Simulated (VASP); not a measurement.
# Ti3WN4 (Pm-3m) in VASP: notebook

Ti3WN4 is run at these levels: PBE; tasks: single point.

Program: VASP 6.6.1. These are calculated values, not measurements. Logs are shortened: lines on timing, memory, paths and dates and some standing lists are left out, and cuts for length are marked.

### 1 The cell of the first run

It takes space group Pm-3m (No. 221, cubic). The conventional cell has a = 4.269 Å, b = 4.269 Å, c = 4.269 Å, α = 90.00°, β = 90.00°, γ = 90.00°. Ti (site symmetry 4/mmm) has 6 N at 2.13 Å within 2.8 Å. Within 2.8 Å of W (site symmetry m-3m) lie 6 N at 2.13 Å. N (site symmetry 4/mmm) has 4 Ti at 2.13 Å and 2 W at 2.13 Å within 2.8 Å. Within 2.8 Å of N (site symmetry m-3m) lie 6 Ti at 2.13 Å.

### 2 Single point, PBE

Contents of INCAR:

```
SYSTEM = Ti3WN4
PREC = Accurate ; ENCUT = 600
EDIFF = 1E-6 ; ISMEAR = 0
SIGMA = 0.1 ; LREAL = .FALSE.
LASPH = .TRUE. ; NELM = 120
ALGO = Normal ; ISIF = 2
LWAVE = .FALSE. ; LCHARG = .TRUE.
GGA = PE ; LELF = .TRUE.
LVHAR = .TRUE. ; NBANDS = 45
GGA_COMPAT = .FALSE.
```

Contents of KPOINTS:

```
Automatic mesh
0
G
  10 10 10
  0 0 0
```

Contents of POSCAR:

```
Ti3WN4
1.0
    4.2688281756      0.0000000000      0.0000000000
    0.0000000000      4.2688281756      0.0000000000
    0.0000000000      0.0000000000      4.2688281756
Ti W N
3 1 4
Direct
    0.0000000000      0.0000000000      0.5000000000
    0.5000000000      0.0000000000      0.0000000000
    0.0000000000      0.5000000000      0.0000000000
    0.5000000000      0.5000000000      0.5000000000
    0.5000000000      0.5000000000      0.0000000000
    0.0000000000      0.5000000000      0.5000000000
    0.5000000000      0.0000000000      0.5000000000
    0.0000000000      0.0000000000      0.0000000000
```

Potentials or basis: VASP PAW PBE potentials, release 64 (Ti_sv, W_sv, N).

Command:

```
cat potpaw_PBE.64/Ti_sv/POTCAR potpaw_PBE.64/W_sv/POTCAR potpaw_PBE.64/N/POTCAR > POTCAR
mpirun -np 1 vasp_std > vasp.out
```

OUTCAR:

```text
SYSTEM = Ti3WN4
   PREC = Accurate
   ENCUT = 600
   EDIFF = 1E-6
   ISMEAR = 0
   LREAL = .FALSE.
   LASPH = .TRUE.
   NELM = 120
   ISIF = 2
   GGA = PE

 ion  position               nearest neighbor table
   1  0.000  0.000  0.500-   6 2.13   7 2.13   8 2.13   8 2.13   6 2.13   7 2.13   4 3.02   4 3.02
                             4 3.02   4 3.02
   2  0.500  0.000  0.000-   5 2.13   7 2.13   8 2.13   7 2.13   5 2.13   8 2.13   4 3.02   4 3.02
                             4 3.02   4 3.02
   3  0.000  0.500  0.000-   5 2.13   6 2.13   8 2.13   6 2.13   8 2.13   5 2.13   4 3.02   4 3.02
                             4 3.02   4 3.02
   4  0.500  0.500  0.500-   5 2.13   6 2.13   7 2.13   5 2.13   7 2.13   6 2.13   2 3.02   3 3.02
                             1 3.02   1 3.02   2 3.02   2 3.02   2 3.02   1 3.02   3 3.02   3 3.02
   5  0.500  0.500  0.000-   2 2.13   3 2.13   4 2.13   4 2.13   2 2.13   3 2.13
   6  0.000  0.500  0.500-   1 2.13   3 2.13   4 2.13   3 2.13   1 2.13   4 2.13
   7  0.500  0.000  0.500-   1 2.13   2 2.13   4 2.13   2 2.13   4 2.13   1 2.13
   8  0.000  0.000  0.000-   1 2.13   2 2.13   3 2.13   1 2.13   3 2.13   2 2.13

  LATTYP: Found a simple cubic cell.
 ALAT       =     4.2688281756

  Lattice vectors:

 A1 = (   4.2688281756,   0.0000000000,   0.0000000000)
 A2 = (   0.0000000000,   4.2688281756,   0.0000000000)
 A3 = (   0.0000000000,   0.0000000000,   4.2688281756)

Analysis of symmetry for initial positions (statically):
=====================================================================
 Subroutine PRICEL returns:
 Original cell was already a primitive cell.

 Routine SETGRP: Setting up the symmetry group for a
 simple cubic supercell.

 Subroutine GETGRP returns: Found 48 space group operations
 (whereof 48 operations were pure point group operations)
 out of a pool of 48 trial point group operations.

The static configuration has the point symmetry O_h .

Analysis of symmetry for dynamics (positions and initial velocities):
=====================================================================
 Subroutine PRICEL returns:
 Original cell was already a primitive cell.

 Routine SETGRP: Setting up the symmetry group for a
 simple cubic supercell.

 Subroutine GETGRP returns: Found 48 space group operations
 (whereof 48 operations were pure point group operations)
 out of a pool of 48 trial point group operations.

The dynamic configuration has the point symmetry O_h .

 Subroutine INISYM returns: Found 48 space group operations
 (whereof 48 operations are pure point group operations),
 and found     1 'primitive' translations

----------------------------------------------------------------------------------------

                                     Primitive cell

  volume of cell :      77.7904

  direct lattice vectors                    reciprocal lattice vectors
     4.268828176  0.000000000  0.000000000     0.234256325  0.000000000  0.000000000
     0.000000000  4.268828176  0.000000000     0.000000000  0.234256325  0.000000000
     0.000000000  0.000000000  4.268828176     0.000000000  0.000000000  0.234256325

  length of vectors
     4.268828176  4.268828176  4.268828176     0.234256325  0.234256325  0.234256325

  position of ions in fractional coordinates (direct lattice)
     0.000000000  0.000000000  0.500000000
     0.500000000  0.000000000  0.000000000
     0.000000000  0.500000000  0.000000000
     0.500000000  0.500000000  0.500000000
     0.500000000  0.500000000  0.000000000
     0.000000000  0.500000000  0.500000000
     0.500000000  0.000000000  0.500000000
     0.000000000  0.000000000  0.000000000

  ion indices of the primitive-cell ions
   primitive index   ion index
                 1           1
                 2           2
                 3           3
                 4           4
                 5           5
                 6           6
                 7           7
                 8           8

----------------------------------------------------------------------------------------

 KPOINTS: Automatic mesh

Automatic generation of k-mesh.
 Grid dimensions read from file:
 generate k-points for:   10   10   10

 Generating k-lattice:

  Cartesian coordinates                     Fractional coordinates (reciprocal lattice)
     0.023425632  0.000000000  0.000000000     0.100000000  0.000000000  0.000000000
     0.000000000  0.023425632  0.000000000     0.000000000  0.100000000  0.000000000
     0.000000000  0.000000000  0.023425632     0.000000000  0.000000000  0.100000000

  Length of vectors
     0.023425632  0.023425632  0.023425632

  Shift w.r.t. Gamma in fractional coordinates (k-lattice)
     0.000000000  0.000000000  0.000000000

 Subroutine IBZKPT returns following result:
 ===========================================

 Found     56 irreducible k-points:

 Following reciprocal coordinates:
            Coordinates               Weight
  0.000000  0.000000  0.000000      1.000000
  0.100000  0.000000  0.000000      6.000000
  0.200000  0.000000  0.000000      6.000000
  0.300000  0.000000  0.000000      6.000000
  0.400000  0.000000  0.000000      6.000000
  0.500000  0.000000  0.000000      3.000000
[... 16 lines left out ...]
  0.200000  0.100000  0.100000     24.000000
  0.300000  0.100000  0.100000     24.000000
 [... further k-points ...]
   k-points           NKPTS =     56   k-points in BZ     NKDIM =     56   number of bands    NBANDS=     45
   number of dos      NEDOS =    301   number of ions     NIONS =      8
   total plane-waves  NPLWV =  46656
   dimension x,y,z NGX =    36 NGY =   36 NGZ =   36
   dimension x,y,z NGXF=    72 NGYF=   72 NGZF=   72
   ions per type =               3   1   4
   NGX,Y,Z   is equivalent  to a cutoff of  14.02, 14.02, 14.02 a.u.
   NGXF,Y,Z  is equivalent  to a cutoff of  28.04, 28.04, 28.04 a.u.
 SYSTEM =  Ti3WN4
   PREC   = accura    normal or accurate (medium, high low for compatibility)
   ISTART =      0    job   : 0-new  1-cont  2-samecut
   ICHARG =      2    charge: 1-file 2-atom 10-const
   ISPIN  =      1    spin polarized calculation?
   LNONCOLLINEAR =      F non collinear calculations
   LSORBIT =      F    spin-orbit coupling
   LASPH  =      T    aspherical Exc in radial PAW
   ENCUT  =  600.0 eV  44.10 Ry    6.64 a.u.   8.53  8.53  8.53*2*pi/ulx,y,z
   NELM   =    120;   NELMIN=  2; NELMDL= -5     # of ELM steps
   EDIFF  = 0.1E-05   stopping-criterion for ELM
   LREAL  =      F    real-space projection
[... 7 lines left out ...]
   TEBEG  =    0.0;   TEEND  =   0.0 temperature during run
   PSTRESS=    0.0 pullay stress
   NELECT =      70.0000    total number of electrons
   NUPDOWN=      -1.0000    fix difference up-down
   EMIN   =  10.00;   EMAX   =-10.00  energy-range for DOS
   EFERMI =   0.00;   METHOD = LEGACY
   ISMEAR =     0;   SIGMA  =   0.10  broadening in eV -4-tet -1-fermi 0-gaus
   EFERMI_NEDOS =   21; number of points for ismear=-14 and -15
   IALGO  =     38    algorithm
   IMIX   =      4    mixing-type and parameters
     AMIX     =   0.40;   BMIX     =  1.00
     AMIX_MAG =   1.60;   BMIX_MAG =  1.00
  volume/ion in A,a.u.               =       9.72        65.62
  Fermi-wavevector in a.u.,A,eV,Ry     =   1.580516  2.986742 33.987763  2.498030
  Thomas-Fermi vector in A             =   2.680731
   LORBIT       =      0    0 simple, 1 ext, 2 COOP (PROOUT), +10 PAW based schemes
   GGA     = PE    functional components
   LHFCALC =     F    Hartree Fock is set to
   AEXX    =    0.0000 exact exchange contribution
   IVDW    =     0    specifies the selected vdW correction
   LEPSILON=     F    determine dielectric tensor
   LRPA    =     F    only Hartree local field effects (RPA)
 non-spin polarized calculation
 Gauss-broadening in eV      SIGMA  =   0.10
  energy-cutoff  :      600.00
  volume of cell :       77.79
 maximum number of plane-waves:      2624
 NGX is ok and might be reduce to    36
   NGX = 17   NGY = 17   NGZ = 17

 number of electron      69.9999988 magnetization

 Free energy of the ion-electron system (eV)
  ---------------------------------------------------
  ext. energy  EPLUGINS =         0.00000000
  ---------------------------------------------------
  free energy    TOTEN  =       -80.04892505 eV

  energy without entropy =      -80.03976378  energy(sigma->0) =      -80.04434442

 E-fermi :  11.9623     XC(G=0): -13.2485

 val. band max:       11.9449813507   @ k =   0.4000   0.3000   0.2000
 cond. band min:      12.0403449763   @ k =   0.3000   0.3000   0.2000
 fundamental gap:      0.0953636256
 Fermi energy:        11.9622937017

 k-point     1 :       0.0000    0.0000    0.0000
  band No.  band energies     occupation
      1     -63.6814      2.00000
      2     -45.9422      2.00000
      3     -45.8528      2.00000
      4     -45.8528      2.00000
      5     -27.9549      2.00000
      6     -27.9549      2.00000
[... 37 lines left out ...]
     44      14.2034      0.00000
     45      14.2326      0.00000

 k-point     2 :       0.1000    0.0000    0.0000
  band No.  band energies     occupation
      1     -63.6814      2.00000
      2     -45.9402      2.00000
      3     -45.8548      2.00000
      4     -45.8528      2.00000
      5     -27.9559      2.00000
      6     -27.9546      2.00000
[... 37 lines left out ...]
     44      14.1751      0.00000
     45      14.2411      0.00000

 k-point     3 :       0.2000    0.0000    0.0000
  band No.  band energies     occupation
      1     -63.6813      2.00000
      2     -45.9347      2.00000
      3     -45.8603      2.00000
      4     -45.8527      2.00000
      5     -27.9583      2.00000
      6     -27.9538      2.00000
[... 37 lines left out ...]
     44      14.1157      0.00000
     45      14.1497      0.00000

 k-point     4 :       0.3000    0.0000    0.0000
  band No.  band energies     occupation
      1     -63.6813      2.00000
      2     -45.9264      2.00000
      3     -45.8686      2.00000
      4     -45.8526      2.00000
      5     -27.9613      2.00000
      6     -27.9527      2.00000
[... 901 lines left out ...]
     44      14.1911      0.00000
     45      14.2017      0.00000

 k-point    23 :       0.2000    0.1000    0.1000
  band No.  band energies     occupation
      1     -63.6813      2.00000
      2     -45.9312      2.00000
      3     -45.8609      2.00000
      4     -45.8555      2.00000
      5     -27.9587      2.00000
      6     -27.9554      2.00000
[... 37 lines left out ...]
     44      14.1926      0.00000
     45      14.2063      0.00000

 k-point    24 :       0.3000    0.1000    0.1000
  band No.  band energies     occupation
      1     -63.6813      2.00000
      2     -45.9232      2.00000
      3     -45.8688      2.00000
      4     -45.8554      2.00000
      5     -27.9619      2.00000
      6     -27.9546      2.00000
[... 37 lines left out ...]
     44      14.1800      0.00000
     45      14.2215      0.00000

 [... further k-points ...]
[... 5 lines left out ...]
  --------------------------------------------------------------------------------------
  -------------------------------------------------------------------------------------
  Total        0.2804058      0.2804058      0.2804058      0.0000000      0.0000000     -0.0000000
  in kB        5.7752609      5.7752609      5.7752609      0.0000000      0.0000000     -0.0000000
  external PRESSURE =       5.7752609 kB  Pullay stress =       0.0000000 kB

 VOLUME and BASIS-vectors are now :
 -----------------------------------------------------------------------------
  energy-cutoff  :      600.00
  volume of cell :       77.79
      direct lattice vectors                 reciprocal lattice vectors
     4.268828176  0.000000000  0.000000000     0.234256325  0.000000000  0.000000000
     0.000000000  4.268828176  0.000000000     0.000000000  0.234256325  0.000000000
     0.000000000  0.000000000  4.268828176     0.000000000  0.000000000  0.234256325

 POSITION                                       TOTAL-FORCE (eV/Angst)
 -----------------------------------------------------------------------------------
      0.00000      0.00000      2.13441         0.000000      0.000000      0.000000
      2.13441      0.00000      0.00000         0.000000      0.000000      0.000000
      0.00000      2.13441      0.00000         0.000000      0.000000      0.000000
      2.13441      2.13441      2.13441         0.000000      0.000000      0.000000
      2.13441      2.13441      0.00000         0.000000      0.000000      0.000000
      0.00000      2.13441      2.13441         0.000000      0.000000      0.000000
      2.13441      0.00000      2.13441         0.000000      0.000000      0.000000
      0.00000      0.00000      0.00000         0.000000      0.000000      0.000000
 -----------------------------------------------------------------------------------
    total drift:                                0.000000      0.000000     -0.000000

  FREE ENERGIE OF THE ION-ELECTRON SYSTEM (eV)
  ---------------------------------------------------
  free  energy   TOTEN  =       -80.0489250505 eV

  energy  without entropy=      -80.0397637828  energy(sigma->0) =      -80.04434442
```

Wall time 6.8 min (1 thread of Oxide Virtual Turin-like, shared host); peak memory 0.31 GiB.

Results:

| Property | Result |
| --- | --- |
| Free energy | -80.0489 eV |
| Pressure | 0.6 GPa |
| Band gap on the k mesh | zero (bands 35 and 36 overlap by 2.73 eV) |

Caveat: spin-orbit coupling is left out, which moves the levels of the heavy elements.

### 3 Single point, PBE, collinear spin

Contents of INCAR:

```
PREC     = Accurate       # precision mode
ENCUT    = 600            # plane-wave cutoff, eV
EDIFF    = 1E-6           # SCF threshold, eV
ISMEAR   = 0              # smearing method
SIGMA    = 0.1            # smearing width, eV
LREAL    = False          # projectors in reciprocal space
LASPH    = True           # aspherical terms in the spheres
NELM     = 200            # most SCF steps
ALGO     = Normal         # electronic algorithm
ISIF     = 2              # what is computed and relaxed
LWAVE    = False          # write WAVECAR
LCHARG   = False          # write CHGCAR
ISPIN    = 2              # spin polarisation
MAGMOM   = -1 -1 1 0 0 0 0 0 # initial moments
LORBIT   = 11             # projections on sites
LMAXMIX  = 4              # l up to which the mixer works
GGA      = PE             # functional
NBANDS   = 49             # bands
GGA_COMPAT= False
```

Contents of KPOINTS:

```
regular mesh
0
Gamma
  4 4 4
```

POSCAR, as its differences from that of step 2:

```diff
@@ -2,5 +2,5 @@
 1.0
-    4.2688281756      0.0000000000      0.0000000000
-    0.0000000000      4.2688281756      0.0000000000
-    0.0000000000      0.0000000000      4.2688281756
+    4.2694261804      0.0000000000      0.0000000000
+    0.0000000000      4.2694249393      0.0000000000
+    0.0000000000      0.0000000000      4.2694261804
 Ti W N
```

Potentials or basis: VASP PAW PBE potentials, release 64 (Ti_sv, W_sv, N).

Command:

```
cat potpaw_PBE.64/Ti_sv/POTCAR potpaw_PBE.64/W_sv/POTCAR potpaw_PBE.64/N/POTCAR > POTCAR
mpirun -np 1 vasp_std > vasp.out
```

OUTCAR:

```text
PREC = Accurate
   ENCUT = 600
   EDIFF = 1E-6
   ISMEAR = 0
   LREAL = False
   LASPH = True
   NELM = 200
   ISIF = 2
   ISPIN = 2
   LORBIT = 11
   GGA = PE

 ion  position               nearest neighbor table
   1  0.000  0.000  0.500-   6 2.13   6 2.13   8 2.13   8 2.13   7 2.13   7 2.13   4 3.02   4 3.02
                             4 3.02   4 3.02
   2  0.500  0.000  0.000-   5 2.13   5 2.13   8 2.13   7 2.13   7 2.13   8 2.13   4 3.02   4 3.02
                             4 3.02   4 3.02
   3  0.000  0.500  0.000-   8 2.13   8 2.13   5 2.13   6 2.13   6 2.13   5 2.13   4 3.02   4 3.02
                             4 3.02   4 3.02
   4  0.500  0.500  0.500-   7 2.13   7 2.13   5 2.13   5 2.13   6 2.13   6 2.13   2 3.02   1 3.02
                             2 3.02   1 3.02   2 3.02   1 3.02   2 3.02   1 3.02   3 3.02   3 3.02
   5  0.500  0.500  0.000-   2 2.13   2 2.13   4 2.13   4 2.13   3 2.13   3 2.13
[... 2049 lines left out ...]
      2.13471      0.00000      2.13471         0.000000      0.000000      0.000000
      0.00000      0.00000      0.00000         0.000000      0.000000      0.000000
 -----------------------------------------------------------------------------------
    total drift:                                0.000000      0.000000     -0.000000

  FREE ENERGIE OF THE ION-ELECTRON SYSTEM (eV)
  ---------------------------------------------------
  free  energy   TOTEN  =       -79.9016035770 eV

  energy  without entropy=      -79.8583702219  energy(sigma->0) =      -79.87998690

 total charge

# of ion       s       p       d       tot
------------------------------------------
    1        2.173   6.211   2.002  10.387
    2        2.173   6.211   2.002  10.387
    3        2.173   6.211   2.002  10.387
    4        2.299   6.351   3.342  11.992
    5        1.233   2.520   0.000   3.753
    6        1.233   2.520   0.000   3.753
    7        1.233   2.520   0.000   3.753
    8        1.239   2.491   0.000   3.730
--------------------------------------------------
tot         13.756  35.035   9.348  58.140

 magnetization (x)

# of ion       s       p       d       tot
------------------------------------------
    1        0.000   0.000   0.000   0.000
    2        0.000   0.000   0.000   0.000
    3       -0.000   0.000   0.000   0.000
    4        0.000   0.000   0.001   0.001
    5       -0.000   0.000   0.000   0.000
    6       -0.000   0.000   0.000   0.000
    7       -0.000   0.000   0.000   0.000
    8       -0.000   0.000   0.000   0.000
--------------------------------------------------
tot          0.000   0.000   0.002   0.002
```

stdout:

```text
POSCAR found type information on POSCAR TiW N
 POSCAR found :  3 types and       8 ions
 scaLAPACK will be used
 LDA part: xc-table for (Slater+PW92), standard interpolation
 POSCAR, INCAR and KPOINTS ok, starting setup
 FFT: planning ... GRIDC
 FFT: planning ... GRID_SOFT
 FFT: planning ... GRID
 WAVECAR not read
 entering main loop
```

It took 4.7 min on 1 thread of Oxide Virtual Turin-like, shared host; peak memory 0.29 GiB.

Results:

```yaml
Free_energy: -79.9016 eV
Pressure: 0.6 GPa
Band_gap_on_the_k_mesh: zero (filled and empty bands overlap)
Net_moment: 0.00 μB per cell
Valence_electrons_inside_the_program's_atomic_spheres: Ti 10.39; W 11.99; N 3.75, 3.73 (each value once)
```

Caveat: the k points lie up to 0.37 Å⁻¹ apart, too coarse for converged energies and pressures of a metal; spin-orbit coupling is left out, which moves the levels of the heavy elements.

[end of part 1 of 2]

The gap in the log of VASP goes by the Fermi energy; the results here count the filled bands.